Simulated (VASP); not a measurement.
# PbC2 (I4/mmm) in VASP: further runs

Runs on PbC2. Level: LDA. Tasks: single point, relaxation of cell and atoms.

Program: VASP 6.6.1. These are calculated values, not measurements. Logs are shortened: lines on timing, memory, paths and dates and some standing lists are left out, and cuts for length are marked.

## (1) The cell of the first run

It takes space group I4/mmm (No. 139, tetragonal). Conventional cell: a = 3.999 Å, b = 3.999 Å, c = 6.615 Å, α = 90.00°, β = 90.00°, γ = 90.00°. Pb (site symmetry 4/mmm) has 10 C at 2.68 to 2.90 Å within 3.5 Å. C (site symmetry 4mm) has 1 C at 1.26 Å within 1.7 Å.

## (2) Single point, LDA

INCAR

```
SYSTEM = PbC2
  ALGO = Normal
  EDIFF = 1E-6
  ENCUT = 520
  ISIF = 2
  ISMEAR = 0
  LASPH = .True.
  LCHARG = .False.
  LREAL = .False.
  LWAVE = .False.
  NBANDS = 18
  NELM = 100
  PREC = Accurate
  SIGMA = 0.01
```

KPOINTS

```
k-points
0
Gamma
  10 10 10
  0 0 0
```

POSCAR

```
PbC2
1.0
   -1.9996063800      1.9996063800      3.3076058486
    1.9996063800     -1.9996063800      3.3076058486
    1.9996063800      1.9996063800     -3.3076058486
Pb C
1 2
Direct
    0.0000000000      0.0000000000      0.0000000000
    0.5951985535      0.5951985535      0.0000000000
    0.4048014465      0.4048014465      0.0000000000
```

Potentials or basis: VASP PAW LDA potentials, release 64 (Pb_d, C).

Started as:

```console
> cat potpaw_LDA.64/Pb_d/POTCAR potpaw_LDA.64/C/POTCAR > POTCAR
> mpirun -np 1 vasp_std > vasp.out
```

OUTCAR:

```text
SYSTEM = PbC2
   EDIFF = 1E-6
   ENCUT = 520
   ISIF = 2
   ISMEAR = 0
   LASPH = .True.
   LREAL = .False.
   NELM = 100
   PREC = Accurate

 ion  position               nearest neighbor table
   1  0.000  0.000  0.000-   2 2.68   3 2.68   2 2.90   3 2.90   2 2.90   2 2.90   2 2.90   3 2.90
                             3 2.90   3 2.90
   2  0.595  0.595  0.000-   3 1.26   1 2.68   1 2.90   1 2.90   1 2.90   1 2.90
   3  0.405  0.405  0.000-   2 1.26   1 2.68   1 2.90   1 2.90   1 2.90   1 2.90

  LATTYP: Found a body centered tetragonal cell.
 ALAT       =     3.9992127600
 C/A-ratio  =     1.6541284733

  Lattice vectors:

 A1 = (  -1.9996063800,   1.9996063800,   3.3076058486)
 A2 = (   1.9996063800,  -1.9996063800,   3.3076058486)
 A3 = (   1.9996063800,   1.9996063800,  -3.3076058486)

Analysis of symmetry for initial positions (statically):
=====================================================================
 Subroutine PRICEL returns:
 Original cell was already a primitive cell.

 Routine SETGRP: Setting up the symmetry group for a
 body centered tetragonal supercell.

 Subroutine GETGRP returns: Found 16 space group operations
 (whereof 16 operations were pure point group operations)
 out of a pool of 16 trial point group operations.

The static configuration has the point symmetry D_4h.

Analysis of symmetry for dynamics (positions and initial velocities):
=====================================================================
 Subroutine PRICEL returns:
 Original cell was already a primitive cell.

 Routine SETGRP: Setting up the symmetry group for a
 body centered tetragonal supercell.

 Subroutine GETGRP returns: Found 16 space group operations
 (whereof 16 operations were pure point group operations)
 out of a pool of 16 trial point group operations.

The dynamic configuration has the point symmetry D_4h.

 Subroutine INISYM returns: Found 16 space group operations
 (whereof 16 operations are pure point group operations),
 and found     1 'primitive' translations

----------------------------------------------------------------------------------------

                                     Primitive cell

  volume of cell :      52.9009

  direct lattice vectors                    reciprocal lattice vectors
    -1.999606380  1.999606380  3.307605849     0.000000000  0.250049212  0.151166742
     1.999606380 -1.999606380  3.307605849     0.250049212  0.000000000  0.151166742
     1.999606380  1.999606380 -3.307605849     0.250049212  0.250049212  0.000000000

  length of vectors
     4.351678733  4.351678733  4.351678733     0.292191705  0.292191705  0.353622987

  position of ions in fractional coordinates (direct lattice)
     0.000000000  0.000000000  0.000000000
     0.595198553  0.595198553  0.000000000
     0.404801447  0.404801447  0.000000000

  ion indices of the primitive-cell ions
   primitive index   ion index
                 1           1
                 2           2
                 3           3

----------------------------------------------------------------------------------------

 KPOINTS: k-points

Automatic generation of k-mesh.
 Grid dimensions read from file:
 generate k-points for:   10   10   10

 Generating k-lattice:

  Cartesian coordinates                     Fractional coordinates (reciprocal lattice)
     0.000000000  0.025004921  0.015116674     0.100000000  0.000000000 -0.000000000
     0.025004921  0.000000000  0.015116674     0.000000000  0.100000000 -0.000000000
     0.025004921  0.025004921  0.000000000     0.000000000  0.000000000  0.100000000

  Length of vectors
     0.029219170  0.029219170  0.035362299

  Shift w.r.t. Gamma in fractional coordinates (k-lattice)
     0.000000000  0.000000000  0.000000000

 Subroutine IBZKPT returns following result:
 ===========================================

 Found    102 irreducible k-points:

 Following reciprocal coordinates:
            Coordinates               Weight
  0.000000  0.000000  0.000000      1.000000
  0.100000  0.000000 -0.000000      8.000000
  0.200000  0.000000 -0.000000      8.000000
  0.300000  0.000000  0.000000      8.000000
  0.400000  0.000000  0.000000      8.000000
  0.500000  0.000000  0.000000      4.000000
[... 16 lines left out ...]
  0.300000  0.300000  0.000000      8.000000
  0.400000  0.300000  0.000000     16.000000
 [... further k-points ...]
   k-points           NKPTS =    102   k-points in BZ     NKDIM =    102   number of bands    NBANDS=     18
   number of dos      NEDOS =    301   number of ions     NIONS =      3
   total plane-waves  NPLWV =  32768
   dimension x,y,z NGX =    32 NGY =   32 NGZ =   32
   dimension x,y,z NGXF=    64 NGYF=   64 NGZF=   64
   ions per type =               1   2
   NGX,Y,Z   is equivalent  to a cutoff of  12.22, 12.22, 12.22 a.u.
   NGXF,Y,Z  is equivalent  to a cutoff of  24.45, 24.45, 24.45 a.u.
 SYSTEM =  PbC2
   PREC   = accura    normal or accurate (medium, high low for compatibility)
[... 92 lines left out ...]
      4     -11.8031      2.00000
      5     -11.7970      2.00000
      6      -9.7933      2.00000
[... 10 lines left out ...]
     17      12.8854      0.00000
     18      15.0663      0.00000

 k-point     4 :       0.3000    0.0000    0.0000
  band No.  band energies     occupation
      1     -11.9045      2.00000
      2     -11.8894      2.00000
      3     -11.8235      2.00000
      4     -11.7882      2.00000
      5     -11.7876      2.00000
      6      -9.6074      2.00000
[... 10 lines left out ...]
     17      13.3788      0.00000
     18      15.9772      0.00000

 k-point     5 :       0.4000    0.0000    0.0000
  band No.  band energies     occupation
      1     -11.9004      2.00000
      2     -11.8981      2.00000
      3     -11.8280      2.00000
      4     -11.7810      2.00000
      5     -11.7718      2.00000
      6      -9.4408      2.00000
[... 10 lines left out ...]
     17      13.5522      0.00000
     18      16.2089      0.00000

 k-point     6 :       0.5000    0.0000    0.0000
  band No.  band energies     occupation
      1     -11.9046      2.00000
      2     -11.8960      2.00000
      3     -11.8300      2.00000
      4     -11.7782      2.00000
      5     -11.7654      2.00000
      6      -9.3727      2.00000
[... 10 lines left out ...]
     17      13.2616      0.00000
     18      16.8754      0.00000

 k-point     7 :       0.1000    0.1000   -0.0000
  band No.  band energies     occupation
      1     -11.9206      2.00000
      2     -11.8712      2.00000
      3     -11.8274      2.00000
      4     -11.8052      2.00000
      5     -11.7994      2.00000
      6      -9.8524      2.00000
[... 10 lines left out ...]
     17      12.5719      0.00000
     18      14.7514      0.00000

 k-point     8 :       0.2000    0.1000   -0.0000
  band No.  band energies     occupation
      1     -11.9099      2.00000
      2     -11.8869      2.00000
      3     -11.8245      2.00000
      4     -11.8019      2.00000
      5     -11.7921      2.00000
      6      -9.6943      2.00000
[... 10 lines left out ...]
     17      12.9940      0.00000
     18      15.8782      0.00000
[... 229 lines left out ...]
     17      14.5944      0.00000
     18      16.6107      0.00000

 k-point    20 :      -0.4000    0.2000    0.0000
  band No.  band energies     occupation
      1     -11.9709      2.00000
      2     -11.8686      2.00000
      3     -11.8235      2.00000
      4     -11.7909      2.00000
      5     -11.7698      2.00000
      6      -9.3184      2.00000
[... 10 lines left out ...]
     17      15.0316      0.00000
     18      16.4555      0.00000

 k-point    21 :      -0.3000    0.2000   -0.0000
  band No.  band energies     occupation
      1     -11.9464      2.00000
      2     -11.8775      2.00000
      3     -11.8221      2.00000
      4     -11.7938      2.00000
      5     -11.7805      2.00000
      6      -9.5034      2.00000
[... 10 lines left out ...]
     17      15.2673      0.00000
     18      16.2002      0.00000

 k-point    22 :      -0.2000    0.2000    0.0000
  band No.  band energies     occupation
      1     -11.9144      2.00000
      2     -11.8924      2.00000
      3     -11.8182      2.00000
      4     -11.7963      2.00000
      5     -11.7940      2.00000
      6      -9.6805      2.00000
[... 10 lines left out ...]
     17      14.8914      0.00000
     18      15.2443      0.00000

 k-point    23 :       0.3000    0.3000    0.0000
  band No.  band energies     occupation
      1     -11.9945      2.00000
      2     -11.8619      2.00000
      3     -11.8140      2.00000
      4     -11.7902      2.00000
      5     -11.7856      2.00000
      6      -9.1609      2.00000
[... 10 lines left out ...]
     17      15.4673      0.00000
     18      15.4758      0.00000

 k-point    24 :       0.4000    0.3000    0.0000
  band No.  band energies     occupation
      1     -12.0309      2.00000
      2     -11.8477      2.00000
      3     -11.8198      2.00000
      4     -11.7864      2.00000
      5     -11.7758      2.00000
      6      -9.0496      2.00000
[... 10 lines left out ...]
     17      15.5832      0.00000
     18      16.3731      0.00000

 [... further k-points ...]
[... 5 lines left out ...]
  --------------------------------------------------------------------------------------
  -------------------------------------------------------------------------------------
  Total        0.0391006      0.0391006      0.1539240      0.0000000     -0.0000000      0.0000000
  in kB        1.1842171      1.1842171      4.6618053      0.0000000     -0.0000000      0.0000000
  external PRESSURE =       2.3434132 kB  Pullay stress =       0.0000000 kB

 VOLUME and BASIS-vectors are now :
 -----------------------------------------------------------------------------
  energy-cutoff  :      520.00
  volume of cell :       52.90
      direct lattice vectors                 reciprocal lattice vectors
    -1.999606380  1.999606380  3.307605849     0.000000000  0.250049212  0.151166742
     1.999606380 -1.999606380  3.307605849     0.250049212  0.000000000  0.151166742
     1.999606380  1.999606380 -3.307605849     0.250049212  0.250049212  0.000000000

 POSITION                                       TOTAL-FORCE (eV/Angst)
 -----------------------------------------------------------------------------------
      0.00000      0.00000      0.00000         0.000000      0.000000      0.000000
      0.00000      0.00000      3.93736        -0.000000     -0.000000      0.088784
      0.00000      0.00000      2.67785         0.000000      0.000000     -0.088784
 -----------------------------------------------------------------------------------
    total drift:                               -0.000000     -0.000000      0.000000

  FREE ENERGIE OF THE ION-ELECTRON SYSTEM (eV)
  ---------------------------------------------------
  free  energy   TOTEN  =       -20.3206860581 eV

  energy  without entropy=      -20.3206860581  energy(sigma->0) =      -20.32068606
```

Run time: 25 s. Hardware: 1 thread of Intel Xeon 6975P-C (Granite Rapids), shared host; peak memory 0.22 GiB.

Results:

| Property | Result |
| --- | --- |
| Free energy | -20.3207 eV |
| Pressure | 0.2 GPa |
| Largest force | 0.089 eV/Å |
| Band gap on the k mesh | 1.58 eV, indirect (least direct gap 2.23 eV) |

Forces in eV/Å, atoms in the order of the input:
```
Pb   0.000  0.000  0.000
C    0.000  0.000  0.089
C    0.000  0.000 -0.089
```

Levels at points of the mesh, in eV from the valence-band top:
| k point | band 9 | band 10 | band 11 | band 12 | band 13 | band 14 |
| --- | --- | --- | --- | --- | --- | --- |
| (0.00, 0.00, 0.00) | -2.93 | -2.93 | -0.15 | 3.45 | 3.45 | 3.62 |
| (0.50, 0.00, 0.00) | -3.57 | -2.55 | -0.83 | 1.58 | 2.71 | 2.92 |
| (0.50, 0.50, 0.00) | -5.03 | -4.09 | -0.65 | 1.62 | 4.88 | 4.88 |
| (0.50, 0.50, 0.50) | -3.79 | -3.79 | -0.89 | 5.33 | 5.55 | 5.58 |

Caveat: spin-orbit coupling is left out, which moves the levels of the heavy elements. A k mesh can miss the band edges.

## (3) Relaxation of cell and atoms, LDA

INCAR

```
PREC     = Accurate       # precision mode
ENCUT    = 600            # plane-wave cutoff, eV
EDIFF    = 1E-6           # SCF threshold, eV
ISMEAR   = 0              # smearing method
SIGMA    = 0.01           # smearing width, eV
LREAL    = F              # projectors in reciprocal space
LASPH    = T              # aspherical terms in the spheres
NELM     = 100            # most SCF steps
ALGO     = Normal         # electronic algorithm
ISIF     = 3              # what is computed and relaxed
LWAVE    = F              # write WAVECAR
LCHARG   = F              # write CHGCAR
IBRION   = 2              # ionic algorithm
NSW      = 80             # ionic steps
EDIFFG   = -0.001         # ionic threshold
```

KPOINTS

```
regular mesh
0
Gamma
  10 10 10
```

POSCAR

```
PbC2
1.0
   -1.9994863295      1.9994863295      3.3076665429
    1.9994863295     -1.9994863295      3.3076665429
    1.9994863295      1.9994863295     -3.3076665429
Pb C
1 2
Direct
    0.0000000000      0.0000000000      0.0000000000
    0.5952001763      0.5952001763      0.0000000000
    0.4047998237      0.4047998237      0.0000000000
```

Potentials or basis: VASP PAW LDA potentials, release 64 (Pb_d, C).

Started as:

```console
> cat potpaw_LDA.64/Pb_d/POTCAR potpaw_LDA.64/C/POTCAR > POTCAR
> mpirun -np 1 vasp_std > vasp.out
```

It took 4.5 min on 1 thread of Intel Xeon 6975P-C (Granite Rapids), shared host; peak memory 0.24 GiB.

The run converged. Its results:

```
Free energy                            : -20.3236 eV
Relaxed volume                         : 17.65 Å³/atom
Relaxed cell                           : a = 4.353 Å, b = 4.353 Å, c = 4.353 Å, α = 125.28°, β = 125.28°, γ = 81.07°
Space group after relaxing (to 0.05 Å) : I4/mmm (No. 139)
Energy gained by relaxing              : 0.0 meV/atom
Ionic steps                            : 34
Pressure after relaxing                : 0.0 GPa
Band gap on the k mesh                 : 1.58 eV, indirect (least direct gap 2.23 eV)
```

Final structure:
```
Pb C
1.0
    -2.00052    2.00052    3.30855
     2.00052   -2.00052    3.30855
     2.00052    2.00052   -3.30855
Pb C
1 2
Direct
  0.00000 0.00000 0.00000
  0.59526 0.59526 0.00000
  0.40474 0.40474 0.00000
```

Levels at points of the mesh, in eV from the valence-band top:
| k point | band 9 | band 10 | band 11 | band 12 | band 13 | band 14 |
| --- | --- | --- | --- | --- | --- | --- |
| (0.00, 0.00, 0.00) | -2.92 | -2.92 | -0.15 | 3.45 | 3.45 | 3.62 |
| (0.50, 0.00, 0.00) | -3.57 | -2.54 | -0.83 | 1.58 | 2.71 | 2.92 |
| (0.50, 0.50, 0.00) | -5.03 | -4.08 | -0.64 | 1.62 | 4.88 | 4.88 |
| (0.50, 0.50, 0.50) | -3.78 | -3.78 | -0.89 | 5.34 | 5.55 | 5.58 |

Caveat: spin-orbit coupling is left out, which moves the levels of the heavy elements. A k mesh can miss the band edges.

## (4) Single point, LDA

This run uses another cell than the first one, of 12.72 Å³/atom, 0.721 times its volume.

INCAR

```
ALGO = Normal ; EDIFF = 1E-6
ENCUT = 520 ; GGA = CA
ISIF = 2 ; ISMEAR = 0
LASPH = T ; LCHARG = F
LREAL = F ; LWAVE = F
NBANDS = 18 ; NELM = 100
PREC = Accurate ; SIGMA = 0.1
```

KPOINTS

```
k-points
0
Gamma
  8 8 8
```

POSCAR

```
PbC2
1.0
   -1.7927645555      1.7927645555      2.9678104199
    1.7927645555     -1.7927645555      2.9678104199
    1.7927645555      1.7927645555     -2.9678104199
Pb C
1 2
Direct
    0.0000000000      0.0000000000      0.0000000000
    0.5978927200      0.5978927200      0.0000000000
    0.4021072800      0.4021072800      0.0000000000
```

Started as:

```console
> cat potpaw_LDA.64/Pb_d/POTCAR potpaw_LDA.64/C/POTCAR > POTCAR
> mpirun -np 1 vasp_std > vasp.out
```

Wall time 18 s (1 thread of Intel Xeon 6975P-C (Granite Rapids), shared host); peak memory 0.17 GiB.

It converged, with:

```
Free energy            : -18.4621 eV
Pressure               : 54.9 GPa
Largest force          : 8.433 eV/Å
Band gap on the k mesh : zero (band 11 reaches 10.03 eV, above the bottom of band 12 at 9.07 eV)
```

Forces on the atoms (eV/Å):
```
Pb   0.000  0.000  0.000
C    0.000  0.000  8.433
C    0.000  0.000 -8.433
```

Stress tensor (GPa, compression positive):
```
35.62  0.00  0.00
 0.00 35.62  0.00
 0.00  0.00 93.38
```

Levels at points of the mesh, in eV from the Fermi level:
```
           k point  band 8  band 9  band 10  band 11  band 12  band 13  band 14  band 15
(0.00, 0.00, 0.00)   -5.41   -5.41    -5.32     0.32     2.14     2.14     3.56     6.79
(0.50, 0.00, 0.00)   -6.32   -4.94    -4.64    -0.59     0.67     1.62     1.84     5.51
(0.50, 0.50, 0.00)   -8.84   -7.29    -7.02    -1.15    -0.31     4.75     5.14     5.41
(0.50, 0.50, 0.50)   -7.67   -6.65    -6.65    -2.13     4.18     5.04     5.04     6.97
```

Caveat: spin-orbit coupling is left out, which moves the levels of the heavy elements; forces of over 1 eV/Å act on the atoms, so gaps and moduli don't describe the material at rest.

## (5) The runs side by side

| task | cell | k mesh | cutoff (eV) | smearing | gap on the mesh (eV) | pressure (GPa) | largest force (eV/Å) |
| --- | --- | --- | --- | --- | --- | --- | --- |
| single point | a = 4.352 Å, angles 125.3, 125.3, 81.1°, 3 atoms | 10 × 10 × 10 | 520 | gaussian 0.01 eV | 1.58 | 0.2 | 0.09 |
| relaxation of cell and atoms | relaxed from a = 4.352 Å, angles 125.3, 125.3, 81.1°, 3 atoms | 10 × 10 × 10 | 600 | gaussian 0.01 eV | 1.58 | 0.0 | - |
| single point | a = 3.903 Å, angles 125.3, 125.3, 81.0°, 3 atoms | 8 × 8 × 8 | 520 | gaussian 0.1 eV | none | 54.9 | 8.43 |

Alike in all rows: level LDA; potentials or basis VASP PAW LDA potentials, release 64 (Pb_d, C); no spin polarisation.

Caveats: spin-orbit coupling is left out, which moves the levels of the heavy elements; forces of over 1 eV/Å act on the atoms, so gaps and moduli don't describe the material at rest (some runs).

Absolute energies hang on the potentials; compare differences alone.
